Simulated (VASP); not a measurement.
## ZnF2: single point with PBE

The system is ZnF2.

```
CELL_PARAMETERS angstrom
4.70480 0.00000 0.00000
0.00000 4.70480 0.00000
0.00000 0.00000 3.13380
ATOMIC_POSITIONS crystal
Zn 0.00000 0.00000 0.00000
Zn 0.50000 0.50000 0.50000
F 0.30240 0.30240 0.00000
F 0.19760 0.80240 0.50000
F 0.69760 0.69760 0.00000
F 0.80240 0.19760 0.50000
```

```yaml
Program: VASP 6.6.1
Task: single point
Functional: PBE
Potentials_or_basis: VASP PAW PBE potentials, release 64 (Zn, F)
Cutoff: 600 eV
k_mesh: 4 × 4 × 6
Occupations: gaussian, width 0.01 eV
Spin: no spin polarisation
```

| Property | Result |
| --- | --- |
| Pressure | 6.5 GPa |
| Largest force | 0.012 eV/Å |
| Band gap on the k mesh | 3.48 eV |

Forces on the atoms (eV/Å):
```
Zn   0.000  0.000  0.000
Zn   0.000  0.000  0.000
F    0.009  0.009  0.000
F   -0.009  0.009  0.000
F   -0.009 -0.009  0.000
F    0.009 -0.009  0.000
```

Stress tensor (GPa, compression positive):
```
6.26 0.00 0.00
0.00 6.26 0.00
0.00 0.00 7.04
```

Levels at points of the mesh, in eV from the valence-band top:
```csv
k point,band 22,band 23,band 24,band 25,band 26,band 27,band 28,band 29,band 30,band 31
"(0.00, 0.00, 0.00)",-1.57,-1.21,-0.38,-0.38,0.00,3.48,9.35,9.64,9.64,13.49
"(0.50, 0.00, 0.00)",-1.63,-0.66,-0.66,-0.47,-0.47,6.09,6.09,10.57,10.57,12.99
"(0.50, 0.50, 0.00)",-1.59,-1.28,-1.28,-0.40,-0.40,7.03,7.03,9.19,9.19,14.54
"(0.00, 0.00, 0.50)",-1.40,-1.30,-1.30,-1.28,-1.28,8.24,8.24,11.89,11.89,13.16
"(0.50, 0.00, 0.50)",-1.82,-1.35,-1.35,-0.08,-0.08,8.76,8.76,10.33,10.33,13.88
"(0.50, 0.50, 0.50)",-1.52,-1.28,-1.28,-0.80,-0.80,8.06,8.06,11.52,11.52,12.26
```

It took 55 s on 1 thread of AMD EPYC 7R13 Processor (Zen 3), with other jobs on the host, peak memory 0.19 GiB.

Caveat: the cell stands under pressure. Expect the measured gap to be larger: semilocal functionals such as PBE lack the derivative discontinuity.
